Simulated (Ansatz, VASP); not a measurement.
**Two plane-wave programs on Sn3GeTe4**

File INCAR:

```
SYSTEM = Sn3GeTe4
PREC = Accurate
ENCUT = 520
EDIFF = 1E-6
ISMEAR = 0
SIGMA = 0.1
LREAL = .FALSE.
LASPH = .TRUE.
NELM = 80
ALGO = Normal
ISIF = 2
LWAVE = .FALSE.
LCHARG = .FALSE.
GGA = PE
NBANDS = 50
```

File KPOINTS:

```
regular mesh
0
G
  3 3 3
  0 0 0
```

POSCAR

```
Sn3GeTe4
1.0
    4.4720192846      2.5819215378      3.7272580521
   -4.4720192846      2.5819215378      3.7272580521
    0.0000000000     -5.1638430756      3.7272580521
Sn Ge Te
3 1 4
Direct
    0.4942328844      0.4942328844      0.9944534523
    0.4942328844      0.9944534523      0.4942328844
    0.9944534523      0.4942328844      0.4942328844
    0.9733381954      0.9733381954      0.9733381954
    0.5081627813      0.5081627813      0.5081627813
    0.0050208193      0.0050208193      0.5241511095
    0.0050208193      0.5241511095      0.0050208193
    0.5241511095      0.0050208193      0.0050208193
```

Input for Ansatz:

```yaml
crystal:
  lattice:
    - [4.4720192846, 2.5819215378, 3.7272580521]
    - [-4.4720192846, 2.5819215378, 3.7272580521]
    - [0.0, -5.1638430756, 3.7272580521]
  atoms:
    - { symbol: Sn, position: [0.4942328844, 0.4942328844, 0.9944534523] }
    - { symbol: Sn, position: [0.4942328844, 0.9944534523, 0.4942328844] }
    - { symbol: Sn, position: [0.9944534523, 0.4942328844, 0.4942328844] }
    - { symbol: Ge, position: [0.9733381954, 0.9733381954, 0.9733381954] }
    - { symbol: Te, position: [0.5081627813, 0.5081627813, 0.5081627813] }
    - { symbol: Te, position: [0.0050208193, 0.0050208193, 0.5241511095] }
    - { symbol: Te, position: [0.0050208193, 0.5241511095, 0.0050208193] }
    - { symbol: Te, position: [0.5241511095, 0.0050208193, 0.0050208193] }
basis:
  ecutwfc: 420
kpoints:
  mp_grid: { grid: [3, 3, 3] }
hamiltonian:
  xc: pbe
scf:
  occupations: { method: gaussian, width: 0.1 }
  lower_state_search: "off"
output:
  forces: true
  stress: true
  eigenvalues: true
```

Change from the starting cell: the structure that the rattled cell fell into.

Alike in both runs: task single point; functional PBE; k mesh 3 × 3 × 3; occupations gaussian, width 0.1 eV; no spin polarisation.

|  | VASP | Ansatz |
| --- | --- | --- |
| version | VASP 6.6.1 | Ansatz 0.2.0 |
| potentials or method | VASP PAW PBE potentials, release 64 (Sn_d, Ge_d, Te), cutoff 520 eV | scalar-relativistic, plane waves, PAW |
| valence electrons in the cell | 80 | 120 |

|  | VASP | Ansatz | Ansatz less VASP |
| --- | --- | --- | --- |
| gap on the k mesh at the Fermi level (eV) | 1.21 | 1.21 | +0.002 |
| least direct gap on the mesh (eV) | 1.21 | 1.21 | +0.002 |
| pressure (GPa) | 0.1 | 0.1 | +0.03 |
| traceless stress, the component that is largest in VASP (GPa) | 0.15 | 0.15 | +0.006 |
| rms of the force components (eV/Å) | 0.022 | 0.021 | -0.0011 |

Atom by atom the forces differ by 0.003 eV/Å (rms over components). VASP's potentials hold 80 valence electrons a cell and Ansatz's 120, so a difference there can come from the potentials and not from the codes.

Spin-orbit coupling is off throughout.
